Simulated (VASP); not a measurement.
Input of a VASP 6.6.1 run:

The input INCAR:

```
PREC = Accurate ; ENCUT = 500
EDIFF = 1E-6 ; ISMEAR = -1
SIGMA = 0.05 ; LREAL = Auto
LASPH = T ; NELM = 120
ALGO = Normal ; ISIF = 2
LWAVE = F ; LCHARG = F
GGA = PS ; NBANDS = 186
ISYM = -1 ; GGA_COMPAT = F
```

KPOINTS

```
explicit points
1
Reciprocal
  0.25000000   0.25000000   0.25000000 1
```

Contents of POSCAR:

```
Mg3ZnSi4P8
1.0
   11.2223614863     -0.0000656816     -0.0000141406
   -0.0000656885     11.2211913221     -0.0000141406
   -0.0000119371     -0.0000119358     10.2801591207
Zn Mg Si P
4 12 16 32
Direct
    0.0005720000      0.9996050000      0.0009980000
    0.5016080000      0.7503750000      0.2502590000
    0.2486060000      0.9997290000      0.7500710000
    0.2502760000      0.2499250000      0.5006220000
    0.9989320000      0.5013770000      0.9980310000
    0.4995180000      0.9999600000      0.0008210000
    0.5018730000      0.5011530000      0.9996180000
    0.0005750000      0.2502320000      0.2475490000
    0.9983590000      0.7486320000      0.2511610000
    0.4993780000      0.2502260000      0.2521110000
    0.2504150000      0.4980280000      0.7540300000
    0.7514140000      0.0014950000      0.7483780000
    0.7508130000      0.4991280000      0.7489590000
    0.2516080000      0.7481500000      0.4986890000
    0.7503380000      0.2505200000      0.5000400000
    0.7483800000      0.7500700000      0.5032770000
    0.0065640000      0.0031430000      0.4993880000
    0.0051150000      0.4969700000      0.5029500000
    0.4940600000      0.0007350000      0.4983320000
    0.4972570000      0.5002540000      0.4988210000
    0.2509510000      0.9987640000      0.2505950000
    0.2539480000      0.5000400000      0.2475390000
    0.7500940000      0.9984780000      0.2504290000
    0.7482950000      0.5041620000      0.2508730000
    0.2485260000      0.2437750000      0.9987380000
    0.2498760000      0.7557440000      0.0034250000
    0.7530130000      0.2474560000      0.9982950000
    0.7512710000      0.7551080000      0.9995490000
    0.0065310000      0.2443620000      0.7507490000
    0.0041000000      0.7561070000      0.7515060000
    0.4952340000      0.2469510000      0.7458530000
    0.4961210000      0.7542000000      0.7510360000
    0.1403830000      0.1163180000      0.1207110000
    0.1450230000      0.6253960000      0.1246120000
    0.6463580000      0.1255360000      0.1265830000
    0.6417810000      0.6343230000      0.1293000000
    0.1204150000      0.1246060000      0.6239810000
    0.1071570000      0.6252500000      0.6286170000
    0.6032260000      0.1238470000      0.6215230000
    0.5997620000      0.6247580000      0.6280290000
    0.3551000000      0.3714050000      0.1211600000
    0.3626840000      0.8707240000      0.1332090000
    0.8523450000      0.3781640000      0.1236090000
    0.8613710000      0.8803870000      0.1210980000
    0.3675970000      0.1117400000      0.3783030000
    0.3814090000      0.6103700000      0.3671100000
    0.8752930000      0.1047100000      0.3763730000
    0.8764070000      0.6023760000      0.3797530000
    0.1337360000      0.3905760000      0.3788880000
    0.1260090000      0.8934970000      0.3740930000
    0.6251990000      0.3968150000      0.3762860000
    0.6177270000      0.8903290000      0.3711490000
    0.1246090000      0.3527670000      0.8783100000
    0.1260780000      0.8693500000      0.8776520000
    0.6240100000      0.3501630000      0.8717920000
    0.6250800000      0.8576510000      0.8728620000
    0.3874210000      0.3706320000      0.6189040000
    0.3866350000      0.8806770000      0.6296760000
    0.8997530000      0.3705590000      0.6276380000
    0.8993190000      0.8786350000      0.6233550000
    0.3692870000      0.1370690000      0.8691840000
    0.3727900000      0.6488680000      0.8775350000
    0.8827710000      0.1374100000      0.8793680000
    0.8760630000      0.6495340000      0.8735300000
```

Potentials or basis: VASP PAW PBE potentials, release 64 (Zn, Mg, Si, P).

Command:

```bash
$ cat potpaw_PBE.64/Zn/POTCAR potpaw_PBE.64/Mg/POTCAR potpaw_PBE.64/Si/POTCAR potpaw_PBE.64/P/POTCAR > POTCAR
$ mpirun -np 1 vasp_std > vasp.out
```

**Question.** What does it give for the band gap on the k mesh?

**Answer.** 1.85 eV.

**Question.** Predict the pressure.

**Answer.** 0.0 GPa.

Stress tensor (GPa, compression positive):
```
 0.04 -0.41 -0.47
-0.41  0.05 -0.47
-0.47 -0.47  0.05
```

Caveat: the PAW data sets were made with another functional, which shifts forces and pressure a little; a shifted mesh leaves out Γ, where band edges can lie. A k mesh can miss the band edges.
